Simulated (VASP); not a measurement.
TiSi2: single point with RPBE

The system is TiSi2.

```
Ti Si
1.0
    -1.48945    1.72124    4.22839
     1.48945   -1.72124    4.22839
     1.48945    1.72124   -4.22839
Ti Si
1 2
Direct
  0.00000 0.00000 0.00000
  0.67010 0.67010 0.00000
  0.32990 0.32990 0.00000
```

```
Program             : VASP 6.6.1
Task                : single point
Functional          : RPBE
Potentials or basis : VASP PAW PBE potentials, release 64 (Ti_sv, Si)
Cutoff              : 520 eV
k mesh              : 12 × 12 × 12
Occupations         : fermi-dirac, width 0.05 eV
Spin                : no spin polarisation
```

```yaml
Pressure: -0.3 GPa
Largest_force: 0.010 eV/Å
Band_gap_on_the_k_mesh: zero (bands 10 and 11 overlap by 2.27 eV)
```

Forces on the atoms (eV/Å):
```
Ti   0.000  0.000  0.000
Si   0.000  0.000  0.010
Si   0.000  0.000 -0.010
```

Levels at points of the mesh, in eV from the Fermi level:
```
           k point  band 7  band 8  band 9  band 10  band 11  band 12  band 13  band 14
(0.00, 0.00, 0.00)   -4.10   -2.08   -0.58     0.68     2.04     2.34     3.09     3.70
(0.50, 0.00, 0.00)   -4.28   -3.69   -0.65     0.89     1.98     2.54     3.46     4.01
(0.00, 0.50, 0.00)   -3.60   -3.34   -0.89    -0.40     0.97     2.74     3.29     3.97
(0.50, 0.50, 0.00)   -5.00   -4.70   -2.86    -1.24    -0.69     2.67     2.85     3.09
(0.50, 0.50, 0.50)   -1.27   -1.20   -0.33     0.49     1.92     2.29     2.39     3.69
```

It took 2.4 min on 1 thread of Intel(R) Xeon(R) 6975P-C (Granite Rapids), on a shared host, peak memory 0.34 GiB.

Caveat: the PAW data sets were made with another functional, which shifts forces and pressure a little.
